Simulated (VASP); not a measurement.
**WSe4: single point with PBE**

WSe4, a slab with vacuum:

```
CELL_PARAMETERS angstrom
3.32008 0.00000 0.00000
-1.66004 2.87528 0.00000
0.00000 0.00000 44.95179
ATOMIC_POSITIONS crystal
Se 0.33333 0.66667 0.16685
Se 0.33333 0.66667 0.46266
Se 0.33333 0.66667 0.53734
Se 0.33333 0.66667 0.83315
W 0.00000 0.00000 0.50000
```

* Program: VASP 6.6.1
* Task: single point
* Functional: PBE
* Potentials or basis: VASP PAW PBE potentials, release 64 (Se, W_sv)
* Cutoff: 520 eV
* k mesh: 13 × 13 × 1
* Occupations: gaussian, width 0.05 eV
* Spin: no spin polarisation

```yaml
Largest_force: 0.056 eV/Å
Band_gap_on_the_k_mesh: zero (bands 19 and 20 overlap by 2.40 eV)
```

Forces on the atoms (eV/Å):
```
Se   0.000  0.000  0.000
Se   0.000  0.000 -0.056
Se   0.000  0.000  0.056
Se   0.000  0.000  0.000
W    0.000  0.000  0.000
```

Levels at points of the mesh, in eV from the Fermi level:
```csv
k point,band 16,band 17,band 18,band 19,band 20,band 21,band 22,band 23
"(0.00, 0.00, 0.00)",-1.18,-0.26,2.19,2.19,2.19,2.19,2.95,2.95
```

It took 7.2 min on 1 thread of AMD EPYC 9R45 96-Core Processor (Zen 5), with other jobs on the host, peak memory 0.71 GiB.

Caveat: spin-orbit coupling is left out, which moves the levels of the heavy elements.
